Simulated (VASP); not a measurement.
# CsC2O2 (I4/mmm) in VASP: single point with PBEsol

Aim: the single point of CsC2O2 with PBEsol.

Program: VASP 6.6.1. These are calculated values, not measurements. Logs are shortened: lines on timing, memory, paths and dates and some standing lists are left out, and cuts for length are marked.

### Step 1. The cell of the first run

The structure is tetragonal, space group I4/mmm (No. 139). The conventional cell has a = 3.605 Å, b = 3.605 Å, c = 10.500 Å, α = 90.00°, β = 90.00°, γ = 90.00°. Cs (site symmetry 4/mmm) has 10 O at 3.06 to 3.36 Å and 8 C at 3.18 Å and 4 Cs at 3.61 Å within 4.0 Å. Within 2.5 Å of C (site symmetry -4m2) lie 4 O at 1.85 Å. O (site symmetry 4mm) has 4 C at 1.85 Å within 2.5 Å.

### Step 2. Single point, PBEsol, collinear spin, ferrimagnetic start

Input file INCAR:

```
SYSTEM = CsC2O2
PREC = Accurate ; ENCUT = 520
EDIFF = 1E-7 ; ISMEAR = 0
SIGMA = 0.1 ; LREAL = .False.
LASPH = .True. ; NELM = 150
ALGO = Normal ; ISIF = 2
LWAVE = .False. ; LCHARG = .False.
ISPIN = 2 ; MAGMOM = 0 0.63 0.63 -0.3 -0.3
LORBIT = 11 ; GGA = PS
NBANDS = 26
```

Input file KPOINTS:

```
regular mesh
0
Gamma
  6 6 6
  0 0 0
```

Input file POSCAR:

```
CsC2O2
1.0
   -1.8025243815      1.8025243815      5.2498630605
    1.8025243815     -1.8025243815      5.2498630605
    1.8025243815      1.8025243815     -5.2498630605
Cs C O
1 2 2
Direct
    0.0000000000      0.0000000000      0.0000000000
    0.7500000000      0.2500000000      0.5000000000
    0.2500000000      0.7500000000      0.5000000000
    0.2912422846      0.2912422846      0.0000000000
    0.7087577154      0.7087577154      0.0000000000
```

Potentials or basis: VASP PAW PBE potentials, release 64 (Cs_sv, C, O).

Started as:

```bash
cat potpaw_PBE.64/Cs_sv/POTCAR potpaw_PBE.64/C/POTCAR potpaw_PBE.64/O/POTCAR > POTCAR
mpirun -np 1 vasp_std > vasp.out
```

OUTCAR:

```text
SYSTEM = CsC2O2
   PREC = Accurate
   ENCUT = 520
   EDIFF = 1E-7
   ISMEAR = 0
   LREAL = .False.
   LASPH = .True.
   NELM = 150
   ISIF = 2
   ISPIN = 2
   LORBIT = 11
   GGA = PS

 ion  position               nearest neighbor table
   1  0.000  0.000  0.000-
   2  0.750  0.250  0.500-   4 1.85   5 1.85   4 1.85   5 1.85
   3  0.250  0.750  0.500-   4 1.85   5 1.85   4 1.85   5 1.85
   4  0.291  0.291  0.000-   2 1.85   3 1.85   3 1.85   2 1.85
   5  0.709  0.709  0.000-   3 1.85   2 1.85   2 1.85   3 1.85

  LATTYP: Found a body centered tetragonal cell.
 ALAT       =     3.6050487630
 C/A-ratio  =     2.9125059913

  Lattice vectors:

 A1 = (  -1.8025243815,   1.8025243815,   5.2498630605)
 A2 = (   1.8025243815,  -1.8025243815,   5.2498630605)
 A3 = (   1.8025243815,   1.8025243815,  -5.2498630605)

Analysis of symmetry for initial positions (statically):
=====================================================================
 Subroutine PRICEL returns:
 Original cell was already a primitive cell.

 Routine SETGRP: Setting up the symmetry group for a
 body centered tetragonal supercell.

 Subroutine GETGRP returns: Found 16 space group operations
 (whereof 16 operations were pure point group operations)
 out of a pool of 16 trial point group operations.

The static configuration has the point symmetry D_4h.

Analysis of symmetry for dynamics (positions and initial velocities):
=====================================================================
 Subroutine PRICEL returns:
 Original cell was already a primitive cell.

 Routine SETGRP: Setting up the symmetry group for a
 body centered tetragonal supercell.

 Subroutine GETGRP returns: Found 16 space group operations
 (whereof 16 operations were pure point group operations)
 out of a pool of 16 trial point group operations.

The dynamic configuration has the point symmetry D_4h.

Analysis of structural, dynamic, and magnetic symmetry:
=====================================================================
 Subroutine PRICEL returns:
 Original cell was already a primitive cell.

 Routine SETGRP: Setting up the symmetry group for a
 body centered tetragonal supercell.

 Subroutine GETGRP returns: Found 16 space group operations
 (whereof 16 operations were pure point group operations)
 out of a pool of 16 trial point group operations.

The overall configuration has the point symmetry D_4h.

 Subroutine INISYM returns: Found 16 space group operations
 (whereof 16 operations are pure point group operations),
 and found     1 'primitive' translations

----------------------------------------------------------------------------------------

                                     Primitive cell

  volume of cell :      68.2292

  direct lattice vectors                    reciprocal lattice vectors
    -1.802524382  1.802524382  5.249863061     0.000000000  0.277388758  0.095240579
     1.802524382 -1.802524382  5.249863061     0.277388758  0.000000000  0.095240579
     1.802524382  1.802524382 -5.249863061     0.277388758  0.277388758  0.000000000

  length of vectors
     5.836030367  5.836030367  5.836030367     0.293283636  0.293283636  0.392286944

  position of ions in fractional coordinates (direct lattice)
     0.000000000  0.000000000  0.000000000
     0.750000000  0.250000000  0.500000000
     0.250000000  0.750000000  0.500000000
     0.291242285  0.291242285  0.000000000
     0.708757715  0.708757715  0.000000000

  ion indices of the primitive-cell ions
   primitive index   ion index
                 1           1
                 2           2
                 3           3
                 4           4
                 5           5

----------------------------------------------------------------------------------------

 KPOINTS: regular mesh

Automatic generation of k-mesh.
 Grid dimensions read from file:
 generate k-points for:    6    6    6

 Generating k-lattice:

  Cartesian coordinates                     Fractional coordinates (reciprocal lattice)
     0.000000000  0.046231460  0.015873430     0.166666667  0.000000000  0.000000000
     0.046231460  0.000000000  0.015873430     0.000000000  0.166666667  0.000000000
     0.046231460  0.046231460  0.000000000     0.000000000  0.000000000  0.166666667

  Length of vectors
     0.048880606  0.048880606  0.065381157

  Shift w.r.t. Gamma in fractional coordinates (k-lattice)
     0.000000000  0.000000000  0.000000000

 Subroutine IBZKPT returns following result:
 ===========================================

 Found     30 irreducible k-points:

 Following reciprocal coordinates:
            Coordinates               Weight
  0.000000  0.000000  0.000000      1.000000
  0.166667  0.000000  0.000000      8.000000
  0.333333 -0.000000  0.000000      8.000000
  0.500000  0.000000  0.000000      4.000000
  0.166667  0.166667 -0.000000      8.000000
  0.333333  0.166667 -0.000000     16.000000
[... 16 lines left out ...]
 -0.333333 -0.333333  0.166667      8.000000
 -0.166667 -0.333333  0.166667      8.000000
 [... further k-points ...]
   k-points           NKPTS =     30   k-points in BZ     NKDIM =     30   number of bands    NBANDS=     26
   number of dos      NEDOS =    301   number of ions     NIONS =      5
   total plane-waves  NPLWV = 110592
   dimension x,y,z NGX =    48 NGY =   48 NGZ =   48
   dimension x,y,z NGXF=    96 NGYF=   96 NGZF=   96
   ions per type =               1   2   2
   NGX,Y,Z   is equivalent  to a cutoff of  13.67, 13.67, 13.67 a.u.
   NGXF,Y,Z  is equivalent  to a cutoff of  27.35, 27.35, 27.35 a.u.
 SYSTEM =  CsC2O2
   PREC   = accura    normal or accurate (medium, high low for compatibility)
   ISTART =      0    job   : 0-new  1-cont  2-samecut
   ICHARG =      2    charge: 1-file 2-atom 10-const
   ISPIN  =      2    spin polarized calculation?
   LNONCOLLINEAR =      F non collinear calculations
   LSORBIT =      F    spin-orbit coupling
   LASPH  =      T    aspherical Exc in radial PAW
   ENCUT  =  520.0 eV  38.22 Ry    6.18 a.u.  10.85 10.85 10.85*2*pi/ulx,y,z
   NELM   =    150;   NELMIN=  2; NELMDL= -5     # of ELM steps
   EDIFF  = 0.1E-06   stopping-criterion for ELM
   LREAL  =      F    real-space projection
   EDIFFG = 0.1E-05   stopping-criterion for IOM
   NSW    =      0    number of steps for IOM
   IBRION =     -1    ionic relax: 0-MD 1-quasi-New 2-CG
   NFREE  =      0    steps in history (QN), initial steepest desc. (CG)
   ISIF   =      2    stress and relaxation
   ISYM   =      2    0-nonsym 1-usesym 2-fastsym
   POTIM  = 0.5000    time-step for ionic-motion
   TEBEG  =    0.0;   TEEND  =   0.0 temperature during run
   PSTRESS=    0.0 pullay stress
   NELECT =      29.0000    total number of electrons
   NUPDOWN=      -1.0000    fix difference up-down
   EMIN   =  10.00;   EMAX   =-10.00  energy-range for DOS
   EFERMI =   0.00;   METHOD = LEGACY
   ISMEAR =     0;   SIGMA  =   0.10  broadening in eV -4-tet -1-fermi 0-gaus
   EFERMI_NEDOS =   21; number of points for ismear=-14 and -15
   IALGO  =     38    algorithm
   IMIX   =      4    mixing-type and parameters
     AMIX     =   0.40;   BMIX     =  1.00
     AMIX_MAG =   1.60;   BMIX_MAG =  1.00
  volume/ion in A,a.u.               =      13.65        92.09
  Fermi-wavevector in a.u.,A,eV,Ry     =   1.230885  2.326035 20.613879  1.515077
  Thomas-Fermi vector in A             =   2.365716
   LORBIT       =     11    0 simple, 1 ext, 2 COOP (PROOUT), +10 PAW based schemes
   GGA     = PS    functional components
   LHFCALC =     F    Hartree Fock is set to
   AEXX    =    0.0000 exact exchange contribution
   IVDW    =     0    specifies the selected vdW correction
   LEPSILON=     F    determine dielectric tensor
   LRPA    =     F    only Hartree local field effects (RPA)
 spin polarized calculation
 Gauss-broadening in eV      SIGMA  =   0.10
  energy-cutoff  :      520.00
  volume of cell :       68.23
 maximum number of plane-waves:      1855
 NGX is ok and might be reduce to    48
   NGX = 21   NGY = 21   NGZ = 21

 number of electron      29.0000004 magnetization       0.3638275

 Free energy of the ion-electron system (eV)
  ---------------------------------------------------
  ext. energy  EPLUGINS =         0.00000000
  ---------------------------------------------------
  free energy    TOTEN  =       -23.62907446 eV

  energy without entropy =      -23.61717399  energy(sigma->0) =      -23.62312423

 E-fermi :   4.4517     XC(G=0): -10.6149

 val. band max:        4.4405259464   @ k =   0.1667   0.1667  -0.0000
 cond. band min:       4.4627359438   @ k =   0.5000   0.5000   0.0000
 fundamental gap:      0.0222099974
 Fermi energy:         4.4516583900

 spin component 1

 k-point     1 :       0.0000    0.0000    0.0000
  band No.  band energies     occupation
      1     -18.1537      1.00000
      2     -16.8225      1.00000
      3     -14.4726      1.00000
      4      -5.5581      1.00000
      5      -4.6070      1.00000
      6      -4.6070      1.00000
[... 18 lines left out ...]
     25      12.9327      0.00000
     26      14.0745      0.00000

 k-point     2 :       0.1667    0.0000    0.0000
  band No.  band energies     occupation
      1     -18.0326      1.00000
      2     -16.7247      1.00000
      3     -14.6437      1.00000
      4      -5.9661      1.00000
      5      -4.9873      1.00000
      6      -4.4278      1.00000
[... 18 lines left out ...]
     25      12.8374      0.00000
     26      13.0491      0.00000

 k-point     3 :       0.3333   -0.0000    0.0000
  band No.  band energies     occupation
      1     -17.7748      1.00000
      2     -16.4045      1.00000
      3     -15.1445      1.00000
      4      -6.4909      1.00000
      5      -5.4976      1.00000
      6      -5.1654      1.00000
[... 572 lines left out ...]
 k-point    23 :      -0.3333   -0.3333    0.1667
  band No.  band energies     occupation
      1     -17.8160      1.00000
      2     -16.7726      1.00000
      3     -14.7744      1.00000
      4      -6.4383      1.00000
      5      -5.3155      1.00000
      6      -4.3602      1.00000
[... 18 lines left out ...]
     25      12.0783      0.00000
     26      13.7579      0.00000

 k-point    24 :      -0.1667   -0.3333    0.1667
  band No.  band energies     occupation
      1     -17.9517      1.00000
      2     -16.8421      1.00000
      3     -14.6447      1.00000
      4      -5.8184      1.00000
      5      -5.0571      1.00000
      6      -4.5409      1.00000
[... 18 lines left out ...]
     25      12.9405      0.00000
     26      13.0782      0.00000

 [... further k-points ...]

 spin component 2

 k-point     1 :       0.0000    0.0000    0.0000
  band No.  band energies     occupation
      1     -18.1381      1.00000
      2     -16.8047      1.00000
      3     -14.4823      1.00000
      4      -5.5094      1.00000
      5      -4.5698      1.00000
      6      -4.5698      1.00000
[... 18 lines left out ...]
     25      12.9669      0.00000
     26      14.0857      0.00000

 k-point     2 :       0.1667    0.0000    0.0000
  band No.  band energies     occupation
      1     -18.0187      1.00000
      2     -16.7072      1.00000
      3     -14.6522      1.00000
      4      -5.8787      1.00000
      5      -4.9085      1.00000
      6      -4.3921      1.00000
[... 18 lines left out ...]
     25      12.8474      0.00000
     26      13.0854      0.00000

 k-point     3 :       0.3333   -0.0000    0.0000
  band No.  band energies     occupation
      1     -17.7646      1.00000
      2     -16.3894      1.00000
      3     -15.1470      1.00000
      4      -6.3695      1.00000
      5      -5.4669      1.00000
      6      -5.0545      1.00000
[... 572 lines left out ...]
 k-point    23 :      -0.3333   -0.3333    0.1667
  band No.  band energies     occupation
      1     -17.8060      1.00000
      2     -16.7525      1.00000
      3     -14.7825      1.00000
      4      -6.3177      1.00000
      5      -5.2459      1.00000
      6      -4.3399      1.00000
[... 18 lines left out ...]
     25      12.1569      0.00000
     26      13.8651      0.00000

 k-point    24 :      -0.1667   -0.3333    0.1667
  band No.  band energies     occupation
      1     -17.9396      1.00000
      2     -16.8221      1.00000
      3     -14.6532      1.00000
      4      -5.7197      1.00000
      5      -4.9972      1.00000
      6      -4.5070      1.00000
[... 18 lines left out ...]
     25      12.9815      0.00000
     26      13.1679      0.00000

 [... further k-points ...]
[... 5 lines left out ...]
  --------------------------------------------------------------------------------------
  -------------------------------------------------------------------------------------
  Total        0.1137908      0.1137908      0.1192024      0.0000000      0.0000000      0.0000000
  in kB        2.6720685      2.6720685      2.7991449      0.0000000      0.0000000      0.0000000
  external PRESSURE =       2.7144273 kB  Pullay stress =       0.0000000 kB

 VOLUME and BASIS-vectors are now :
 -----------------------------------------------------------------------------
  energy-cutoff  :      520.00
  volume of cell :       68.23
      direct lattice vectors                 reciprocal lattice vectors
    -1.802524382  1.802524382  5.249863061     0.000000000  0.277388758  0.095240579
     1.802524382 -1.802524382  5.249863061     0.277388758  0.000000000  0.095240579
     1.802524382  1.802524382 -5.249863061     0.277388758  0.277388758  0.000000000

 POSITION                                       TOTAL-FORCE (eV/Angst)
 -----------------------------------------------------------------------------------
      0.00000      0.00000      0.00000        -0.000000     -0.000000     -0.000000
     -0.00000      1.80252      2.62493        -0.000000     -0.000000     -0.000000
      1.80252     -0.00000      2.62493        -0.000000     -0.000000     -0.000000
      0.00000      0.00000      3.05796         0.000000      0.000000      0.008562
      0.00000      0.00000      7.44176        -0.000000     -0.000000     -0.008562
 -----------------------------------------------------------------------------------
    total drift:                               -0.000000     -0.000000      0.000000

  FREE ENERGIE OF THE ION-ELECTRON SYSTEM (eV)
  ---------------------------------------------------
  free  energy   TOTEN  =       -23.6290744566 eV

  energy  without entropy=      -23.6171739935  energy(sigma->0) =      -23.62312423

 total charge

# of ion       s       p       d       tot
------------------------------------------
    1        1.842   4.678   0.084   6.604
    2        1.039   1.010   0.000   2.049
    3        1.039   1.010   0.000   2.049
    4        1.625   3.171   0.000   4.796
    5        1.625   3.171   0.000   4.796
--------------------------------------------------
tot          7.170  13.040   0.084  20.294

 magnetization (x)

# of ion       s       p       d       tot
------------------------------------------
    1        0.001   0.004   0.003   0.008
    2       -0.001   0.098   0.000   0.097
    3       -0.001   0.098   0.000   0.097
    4        0.002  -0.010   0.000  -0.008
    5        0.002  -0.010   0.000  -0.008
--------------------------------------------------
tot          0.004   0.180   0.003   0.188
```

It took 3.7 min on 1 thread of AMD EPYC 7R13 (Zen 3), shared host; peak memory 0.41 GiB.

Results:

| Quantity | Value |
| --- | --- |
| Free energy | -23.6291 eV |
| Pressure | 0.3 GPa |
| Largest force | 0.009 eV/Å |
| Net moment | 0.36 μB per cell |
| Site moments | Cs +0.01; C +0.10; O -0.01 μB |
| Valence electrons inside the program's atomic spheres | Cs 6.60; C 2.05; O 4.80 |

Forces in eV/Å, atoms in the order of the input:
```
Cs   0.000  0.000  0.000
C    0.000  0.000  0.000
C    0.000  0.000  0.000
O    0.000  0.000  0.009
O    0.000  0.000 -0.009
```

Caveat: the k points lie up to 0.41 Å⁻¹ apart; the PAW data sets were made with another functional, which shifts forces and pressure a little; spin-orbit coupling is left out, which moves the levels of the heavy elements.
